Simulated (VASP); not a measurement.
# BN (P6_3/mmc) in VASP: further runs, part 2 of 2

VASP 6.6.1. The steps go on from the part before.

## Step 4: Electric field gradients, PBE (volume scaled by 1.01)

INCAR

```
PREC = Accurate
ENCUT = 520
EDIFF = 1E-8
ISMEAR = -1
SIGMA = 0.02
LREAL = False
LASPH = True
NELM = 80
ALGO = Normal
ISIF = 2
LWAVE = False
LCHARG = False
GGA = PE
LEFG = True
NBANDS = 16
```

KPOINTS

```
regular mesh
0
Gamma
  11 11 4
```

POSCAR

```
BN
1.0
    2.5123106747      0.0000000000      0.0000000000
   -1.2561553374      2.1757248665      0.0000000000
    0.0000000000      0.0000000000      6.6833303951
B N
2 2
Direct
    0.3333333333      0.6666666667      0.2500000000
    0.6666666667      0.3333333333      0.7500000000
    0.3333333333      0.6666666667      0.7500000000
    0.6666666667      0.3333333333      0.2500000000
```

Potentials or basis: VASP PAW PBE potentials, release 64 (B, N).

Run with:

```
$ cat potpaw_PBE.64/B/POTCAR potpaw_PBE.64/N/POTCAR > POTCAR
$ mpirun -np 1 vasp_std > vasp.out
```

OUTCAR:

```text
PREC = Accurate
   ENCUT = 520
   EDIFF = 1E-8
   ISMEAR = -1
   LREAL = False
   LASPH = True
   NELM = 80
   ISIF = 2
   GGA = PE

 ion  position               nearest neighbor table
   1  0.333  0.667  0.250-   4 1.45   4 1.45   4 1.45
   2  0.667  0.333  0.750-   3 1.45   3 1.45   3 1.45
   3  0.333  0.667  0.750-   2 1.45   2 1.45   2 1.45
   4  0.667  0.333  0.250-   1 1.45   1 1.45   1 1.45

  LATTYP: Found a hexagonal cell.
 ALAT       =     2.5123106747
 C/A-ratio  =     2.6602324555

  Lattice vectors:

 A1 = (   2.5123106747,   0.0000000000,   0.0000000000)
 A2 = (  -1.2561553374,   2.1757248665,   0.0000000000)
 A3 = (   0.0000000000,   0.0000000000,   6.6833303951)

Analysis of symmetry for initial positions (statically):
=====================================================================
 Subroutine PRICEL returns:
 Original cell was already a primitive cell.

 Routine SETGRP: Setting up the symmetry group for a
 hexagonal supercell.

 Subroutine GETGRP returns: Found 24 space group operations
[... 657 lines left out ...]
     -0.00000      1.45048      1.67083        -0.000000     -0.000000      0.000000
      1.25616      0.72524      5.01250         0.000000      0.000000      0.000000
     -0.00000      1.45048      5.01250        -0.000000      0.000000      0.000000
      1.25616      0.72524      1.67083         0.000000     -0.000000      0.000000
 -----------------------------------------------------------------------------------
    total drift:                               -0.000000      0.000000      0.000000

  FREE ENERGIE OF THE ION-ELECTRON SYSTEM (eV)
  ---------------------------------------------------
  free  energy   TOTEN  =       -35.1600316463 eV

  energy  without entropy=      -35.1600316463  energy(sigma->0) =      -35.16003165

 Electric field gradients (V/A^2)
---------------------------------------------------------------------
 ion       V_xx      V_yy      V_zz      V_xy      V_xz      V_yz
---------------------------------------------------------------------
   1     -17.426   -17.426    34.852     0.000    -0.000     0.000
   2     -17.426   -17.426    34.852     0.000     0.000    -0.000
   3      -0.339    -0.340     0.679    -0.001    -0.000     0.000
   4      -0.339    -0.340     0.679    -0.001     0.000    -0.000
---------------------------------------------------------------------

 Electric field gradients after diagonalization (V/A^2)
 (convention: |V_zz| > |V_xx| > |V_yy|)
----------------------------------------------------------------------
 ion       V_xx      V_yy      V_zz     asymmetry (V_yy - V_xx)/ V_zz
----------------------------------------------------------------------
   1     -17.426   -17.426    34.852       0.000
   2     -17.426   -17.426    34.852       0.000
   3      -0.340    -0.338     0.679       0.003
   4      -0.340    -0.338     0.679       0.003
----------------------------------------------------------------------

           NMR quadrupolar parameters

 Cq : quadrupolar parameter    Cq=e*Q*V_zz/h
 eta: asymmetry parameters     (V_yy - V_xx)/ V_zz
 Q  : nuclear electric quadrupole moment in mb (millibarn)
----------------------------------------------------------------------
 ion       Cq(MHz)       eta       Q (mb)
----------------------------------------------------------------------
   1       0.084       0.000       1.000
   2       0.084       0.000       1.000
   3       0.002       0.003       1.000
   4       0.002       0.003       1.000
----------------------------------------------------------------------
```

It took 37 s on 1 thread of Intel Xeon Platinum 8259CL at 2.50GHz (Skylake/Cascade Lake), shared host; peak memory 0.15 GiB.

Results:

```
Free energy            : -35.1600 eV
Pressure               : 1.0 GPa
Band gap on the k mesh : 4.32 eV, indirect (least direct gap 4.65 eV)
```

Levels at points of the mesh, in eV from the valence-band top:
```
           k point  band 4  band 5  band 6  band 7  band 8  band 9  band 10  band 11  band 12  band 13
(0.00, 0.00, 0.00)   -4.10   -1.37   -1.37   -1.34   -1.34    5.19    10.18    11.44    11.44    11.56
(0.00, 0.00, 0.50)   -5.25   -1.35   -1.35   -1.35   -1.35    7.51     7.51    11.50    11.50    11.50
```

Electric field gradients, principal values (V/Å²):
```csv
atom,least,middle,greatest (by size)
1 B,-17.426,-17.426,34.852
2 B,-17.426,-17.426,34.852
3 N,-0.338,-0.340,0.679
4 N,-0.338,-0.340,0.679
```

Caveat: without QUAD_EFG the Cq values of the log hold for a quadrupole moment of 1 mb, not for the nuclei; this functional lacks dispersion, which binds the layers, so the pressure and a relaxed spacing across them are unreliable.

## Step 5: Electric field gradients, PBE (volume scaled by 1.04)

INCAR

```
SYSTEM = BN
PREC = Accurate ; ENCUT = 520
EDIFF = 1E-8 ; ISMEAR = -1
SIGMA = 0.02 ; LREAL = .False.
LASPH = .True. ; NELM = 80
ALGO = Normal ; ISIF = 2
LWAVE = .False. ; LCHARG = .False.
GGA = PE ; LEFG = .True.
NBANDS = 16
```

KPOINTS

```
regular mesh
0
Gamma
  11 11 4
  0 0 0
```

POSCAR

```
BN
1.0
    2.5369427423      0.0000000000      0.0000000000
   -1.2684713712      2.1970568628      0.0000000000
    0.0000000000      0.0000000000      6.7488574207
B N
2 2
Direct
    0.3333333333      0.6666666667      0.2500000000
    0.6666666667      0.3333333333      0.7500000000
    0.3333333333      0.6666666667      0.7500000000
    0.6666666667      0.3333333333      0.2500000000
```

Potentials or basis: VASP PAW PBE potentials, release 64 (B, N).

Run with:

```
$ cat potpaw_PBE.64/B/POTCAR potpaw_PBE.64/N/POTCAR > POTCAR
$ mpirun -np 1 vasp_std > vasp.out
```

OUTCAR:

```text
SYSTEM = BN
   PREC = Accurate
   ENCUT = 520
   EDIFF = 1E-8
   ISMEAR = -1
   LREAL = .False.
   LASPH = .True.
   NELM = 80
   ISIF = 2
   GGA = PE

 ion  position               nearest neighbor table
   1  0.333  0.667  0.250-   4 1.46   4 1.46   4 1.46
   2  0.667  0.333  0.750-   3 1.46   3 1.46   3 1.46
   3  0.333  0.667  0.750-   2 1.46   2 1.46   2 1.46
   4  0.667  0.333  0.250-   1 1.46   1 1.46   1 1.46

  LATTYP: Found a hexagonal cell.
 ALAT       =     2.5369427423
 C/A-ratio  =     2.6602324555

[... 686 lines left out ...]
---------------------------------------------------------------------
 ion       V_xx      V_yy      V_zz      V_xy      V_xz      V_yz
---------------------------------------------------------------------
   1     -17.075   -17.075    34.150     0.000    -0.000     0.000
   2     -17.075   -17.075    34.150     0.000     0.000    -0.000
   3       1.185     1.184    -2.369    -0.001     0.000    -0.000
   4       1.185     1.184    -2.369    -0.001    -0.000     0.000
---------------------------------------------------------------------

 Electric field gradients after diagonalization (V/A^2)
 (convention: |V_zz| > |V_xx| > |V_yy|)
----------------------------------------------------------------------
 ion       V_xx      V_yy      V_zz     asymmetry (V_yy - V_xx)/ V_zz
----------------------------------------------------------------------
   1     -17.075   -17.075    34.150       0.000
   2     -17.075   -17.075    34.150       0.000
   3       1.186     1.183    -2.369       0.001
   4       1.186     1.183    -2.369       0.001
----------------------------------------------------------------------

           NMR quadrupolar parameters

 Cq : quadrupolar parameter    Cq=e*Q*V_zz/h
 eta: asymmetry parameters     (V_yy - V_xx)/ V_zz
 Q  : nuclear electric quadrupole moment in mb (millibarn)
----------------------------------------------------------------------
 ion       Cq(MHz)       eta       Q (mb)
----------------------------------------------------------------------
   1       0.083       0.000       1.000
   2       0.083       0.000       1.000
   3      -0.006       0.001       1.000
   4      -0.006       0.001       1.000
----------------------------------------------------------------------
```

OSZICAR:

```text
N       E                     dE             d eps       ncg     rms          rms(c)
DAV:   1     0.492275374877E+02    0.49228E+02   -0.80293E+03  1536   0.925E+02
DAV:   2    -0.351526110701E+02   -0.84380E+02   -0.76754E+02  2088   0.218E+02
DAV:   3    -0.384458784143E+02   -0.32933E+01   -0.32776E+01  2072   0.426E+01
DAV:   4    -0.384683586241E+02   -0.22480E-01   -0.22476E-01  1872   0.389E+00
DAV:   5    -0.384685682915E+02   -0.20967E-03   -0.20966E-03  1976   0.360E-01    0.109E+01
DAV:   6    -0.354538157701E+02    0.30148E+01   -0.51082E+00  1976   0.173E+01    0.486E+00
DAV:   7    -0.352183930286E+02    0.23542E+00   -0.50719E-01  2064   0.523E+00    0.309E+00
DAV:   8    -0.351483756236E+02    0.70017E-01   -0.22871E-01  1984   0.315E+00    0.472E-01
DAV:   9    -0.351435047048E+02    0.48709E-02   -0.14888E-02  1744   0.987E-01    0.185E-01
DAV:  10    -0.351444611500E+02   -0.95645E-03   -0.14176E-03  1760   0.282E-01    0.362E-02
DAV:  11    -0.351445653943E+02   -0.10424E-03   -0.10444E-04  1920   0.823E-02    0.247E-02
DAV:  12    -0.351445767010E+02   -0.11307E-04   -0.30071E-05  1688   0.384E-02    0.313E-03
DAV:  13    -0.351445768765E+02   -0.17546E-06   -0.81813E-07  2104   0.677E-03    0.945E-04
DAV:  14    -0.351445770056E+02   -0.12911E-06   -0.17474E-07  1608   0.276E-03    0.225E-04
DAV:  15    -0.351445770065E+02   -0.91268E-09   -0.19527E-09  1736   0.356E-04
   1 F= -.35144577E+02 E0= -.35144577E+02  d E =-.140719E-11
```

It took 35 s on 1 thread of Intel Xeon Platinum 8259CL at 2.50GHz (Skylake/Cascade Lake), shared host; peak memory 0.16 GiB.

What came out:

| Property | Result |
| --- | --- |
| Free energy | -35.1446 eV |
| Pressure | -5.7 GPa |
| Band gap on the k mesh | 4.28 eV, indirect (least direct gap 4.58 eV) |

Electric field gradients, principal values (V/Å²):
```
atom    least   middle  greatest (by size)
 1 B  -17.075  -17.075              34.150
 2 B  -17.075  -17.075              34.150
 3 N    1.183    1.186              -2.369
 4 N    1.183    1.186              -2.369
```

Caveat: without QUAD_EFG the Cq values of the log hold for a quadrupole moment of 1 mb, not for the nuclei; this functional lacks dispersion, which binds the layers, so the pressure and a relaxed spacing across them are unreliable. A k mesh can miss the band edges.

## Step 6: Electric field gradients, PBE (equal xx and yy strain of -1 %)

INCAR

```
SYSTEM = BN
PREC = Accurate
ENCUT = 520
EDIFF = 1E-8
ISMEAR = -1
SIGMA = 0.02
LREAL = .False.
LASPH = .True.
NELM = 60
ALGO = Normal
ISIF = 2
LWAVE = .False.
LCHARG = .False.
GGA = PE
LEFG = .True.
NBANDS = 16
```

KPOINTS is that of step 5.

POSCAR

```
BN
1.0
    2.4789517873      0.0000000000      0.0000000000
   -1.2394758937      2.1468352225      0.0000000000
    0.0000000000      0.0000000000      6.6612000000
B N
2 2
Direct
    0.3333333333      0.6666666667      0.2500000000
    0.6666666667      0.3333333333      0.7500000000
    0.3333333333      0.6666666667      0.7500000000
    0.6666666667      0.3333333333      0.2500000000
```

Potentials or basis: VASP PAW PBE potentials, release 64 (B, N).

Run with:

```
$ cat potpaw_PBE.64/B/POTCAR potpaw_PBE.64/N/POTCAR > POTCAR
$ mpirun -np 1 vasp_std > vasp.out
```

OUTCAR:

```text
SYSTEM = BN
   PREC = Accurate
   ENCUT = 520
   EDIFF = 1E-8
   ISMEAR = -1
   LREAL = .False.
   LASPH = .True.
   NELM = 60
   ISIF = 2
   GGA = PE

 ion  position               nearest neighbor table
   1  0.333  0.667  0.250-   4 1.43   4 1.43   4 1.43
   2  0.667  0.333  0.750-   3 1.43   3 1.43   3 1.43
   3  0.333  0.667  0.750-   2 1.43   2 1.43   2 1.43
   4  0.667  0.333  0.250-   1 1.43   1 1.43   1 1.43

  LATTYP: Found a hexagonal cell.
 ALAT       =     2.4789517873
 C/A-ratio  =     2.6871034903

  Lattice vectors:

 A1 = (   2.4789517873,   0.0000000000,   0.0000000000)
 A2 = (  -1.2394758937,   2.1468352225,   0.0000000000)
 A3 = (   0.0000000000,   0.0000000000,   6.6612000000)

Analysis of symmetry for initial positions (statically):
=====================================================================
 Subroutine PRICEL returns:
 Original cell was already a primitive cell.

 Routine SETGRP: Setting up the symmetry group for a
 hexagonal supercell.

 Subroutine GETGRP returns: Found 24 space group operations
 (whereof 12 operations were pure point group operations)
 out of a pool of 24 trial point group operations.

The static configuration has the point symmetry D_3d.
 The point group associated with its full space group is D_6h.

Analysis of symmetry for dynamics (positions and initial velocities):
=====================================================================
 Subroutine PRICEL returns:
 Original cell was already a primitive cell.

 Routine SETGRP: Setting up the symmetry group for a
 hexagonal supercell.

[... 170 lines left out ...]
      6       1.0842      2.00000
[... 433 lines left out ...]
      3      -2.3871      2.00000
      4      -2.3216      2.00000
      5      -2.1284      2.00000
      6      -0.8562      2.00000
[... 8 lines left out ...]
     15      17.5997      0.00000
     16      17.6547      0.00000

 [... further k-points ...]
[... 5 lines left out ...]
  --------------------------------------------------------------------------------------
  -------------------------------------------------------------------------------------
  Total        3.3583575      3.3583575      0.6113448     -0.0000000      0.0000000      0.0000000
  in kB      151.7812908    151.7812908     27.6297864     -0.0000000      0.0000000      0.0000000
  external PRESSURE =     110.3974560 kB  Pullay stress =       0.0000000 kB

 VOLUME and BASIS-vectors are now :
 -----------------------------------------------------------------------------
  energy-cutoff  :      520.00
  volume of cell :       35.45
      direct lattice vectors                 reciprocal lattice vectors
     2.478951787  0.000000000  0.000000000     0.403396309  0.232900967  0.000000000
    -1.239475894  2.146835223  0.000000000     0.000000000  0.465801935  0.000000000
     0.000000000  0.000000000  6.661200000     0.000000000  0.000000000  0.150123101

 POSITION                                       TOTAL-FORCE (eV/Angst)
 -----------------------------------------------------------------------------------
     -0.00000      1.43122      1.66530        -0.000000      0.000000      0.000000
      1.23948      0.71561      4.99590         0.000000      0.000000      0.000000
     -0.00000      1.43122      4.99590         0.000000      0.000000      0.000000
      1.23948      0.71561      1.66530         0.000000     -0.000000      0.000000
 -----------------------------------------------------------------------------------
    total drift:                                0.000000     -0.000000      0.000000

  FREE ENERGIE OF THE ION-ELECTRON SYSTEM (eV)
  ---------------------------------------------------
  free  energy   TOTEN  =       -35.1120699829 eV

  energy  without entropy=      -35.1120699829  energy(sigma->0) =      -35.11206998

 Electric field gradients (V/A^2)
---------------------------------------------------------------------
 ion       V_xx      V_yy      V_zz      V_xy      V_xz      V_yz
---------------------------------------------------------------------
   1     -17.892   -17.892    35.783     0.000    -0.000    -0.000
   2     -17.892   -17.892    35.783     0.000    -0.000    -0.000
   3      -2.498    -2.499     4.997    -0.002     0.000     0.000
   4      -2.498    -2.499     4.997    -0.002     0.000     0.000
---------------------------------------------------------------------

 Electric field gradients after diagonalization (V/A^2)
 (convention: |V_zz| > |V_xx| > |V_yy|)
----------------------------------------------------------------------
 ion       V_xx      V_yy      V_zz     asymmetry (V_yy - V_xx)/ V_zz
----------------------------------------------------------------------
   1     -17.892   -17.892    35.783       0.000
   2     -17.892   -17.892    35.783       0.000
   3      -2.500    -2.497     4.997       0.001
   4      -2.500    -2.497     4.997       0.001
----------------------------------------------------------------------

           NMR quadrupolar parameters

 Cq : quadrupolar parameter    Cq=e*Q*V_zz/h
 eta: asymmetry parameters     (V_yy - V_xx)/ V_zz
 Q  : nuclear electric quadrupole moment in mb (millibarn)
----------------------------------------------------------------------
 ion       Cq(MHz)       eta       Q (mb)
----------------------------------------------------------------------
   1       0.087       0.000       1.000
   2       0.087       0.000       1.000
   3       0.012       0.001       1.000
   4       0.012       0.001       1.000
----------------------------------------------------------------------
```

stdout:

```text
POSCAR found type information on POSCAR B N
 POSCAR found :  2 types and       4 ions
 scaLAPACK will be used
 LDA part: xc-table for (Slater+PW92), standard interpolation
 POSCAR, INCAR and KPOINTS ok, starting setup
 FFT: planning ... GRIDC
 FFT: planning ... GRID_SOFT
 FFT: planning ... GRID
 WAVECAR not read
 entering main loop
ion   1

ion   2

ion   3

ion   4
```

It took 24 s on 1 thread of Intel Xeon 6975P-C (Granite Rapids), shared host; peak memory 0.15 GiB.

What came out:

```yaml
Free_energy: -35.1121 eV
Pressure: 11.0 GPa
Band_gap_on_the_k_mesh: 4.39 eV, indirect (least direct gap 4.75 eV)
```

Levels at points of the mesh, in eV from the valence-band top:
```
           k point  band 4  band 5  band 6  band 7  band 8  band 9  band 10  band 11  band 12  band 13
(0.00, 0.00, 0.00)   -4.30   -1.32   -1.32   -1.29   -1.29    5.21    10.35    11.78    11.78    11.89
(0.00, 0.00, 0.50)   -5.46   -1.30   -1.30   -1.30   -1.30    7.59     7.59    11.84    11.84    11.84
```

Electric field gradients, principal values (V/Å²):
| atom | least | middle | greatest (by size) |
| --- | --- | --- | --- |
| 1 B | -17.892 | -17.892 | 35.783 |
| 2 B | -17.892 | -17.892 | 35.783 |
| 3 N | -2.497 | -2.500 | 4.997 |
| 4 N | -2.497 | -2.500 | 4.997 |

Caveat: the cell differs from its parent crystal (equal xx and yy strain of -1 %); without QUAD_EFG the Cq values of the log hold for a quadrupole moment of 1 mb, not for the nuclei; this functional lacks dispersion, which binds the layers, so the pressure and a relaxed spacing across them are unreliable. A k mesh can miss the band edges.

## Step 7: Summary

| cell | gap on the mesh (eV) | pressure (GPa) |
| --- | --- | --- |
| a = 2.453, b = 2.453, c = 6.525 Å, angles 90.0, 90.0, 120.0°, 4 atoms | 4.41 | 20.5 |
| a = 2.487, b = 2.487, c = 6.616 Å, angles 90.0, 90.0, 120.0°, 4 atoms | 4.36 | 8.6 |
| a = 2.512, b = 2.512, c = 6.683 Å, angles 90.0, 90.0, 120.0°, 4 atoms | 4.32 | 1.0 |
| a = 2.537, b = 2.537, c = 6.749 Å, angles 90.0, 90.0, 120.0°, 4 atoms | 4.28 | -5.7 |
| a = 2.479, b = 2.479, c = 6.661 Å, angles 90.0, 90.0, 120.0°, 4 atoms | 4.39 | 11.0 |

Alike in all rows: task electric field gradients; level PBE; potentials or basis VASP PAW PBE potentials, release 64 (B, N); no spin polarisation; k mesh 11 × 11 × 4; cutoff (eV) 520; smearing fermi-dirac 0.02 eV.

Caveats: this functional lacks dispersion, which binds the layers, so the pressure and a relaxed spacing across them are unreliable.

Total energies depend on the potentials used, so only differences within one code and one set of settings carry meaning.
